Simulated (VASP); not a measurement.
Si47C49 (a cell with a defect), 96 atoms in the cell. The cell holds a defect, 96 atoms: a = 9.234 Å, b = 10.663 Å, c = 10.076 Å, α = 90.00°, β = 90.00°, γ = 90.00°. 

| Item | Value |
| --- | --- |
| Program | VASP 6.6.1 |
| Task | single point |
| Functional | PBEsol |
| Potentials or basis | VASP PAW PBE potentials, release 64 (Si, C) |
| Cutoff | 520 eV |
| k mesh | 1 × 1 × 1, shifted |
| Occupations | fermi-dirac, width 0.05 eV |
| Spin | no spin polarisation |
| Dipole correction | no |
| Charge | -2 |
| Further INCAR settings | LREAL = Auto; ALGO = Normal; EDIFF = 1e-06; NBANDS = 246; ISYM = -1; NELECT = 386.0 |

Potentials or basis: VASP PAW PBE potentials, release 64 (Si, C).

Run with:

```sh
$ cat potpaw_PBE.64/Si/POTCAR potpaw_PBE.64/C/POTCAR > POTCAR
$ mpirun -np 1 vasp_std > vasp.out
```

Hardware: 1 thread of Intel(R) Xeon(R) 6975P-C (Granite Rapids), with other jobs on the host.

Task: How long does it take, and how much memory?

Result: Run time: 5.7 min on 1 thread of Intel(R) Xeon(R) 6975P-C (Granite Rapids) (shared host), peak memory 0.89 GiB. Counts: scf iterations 15, k points 1.
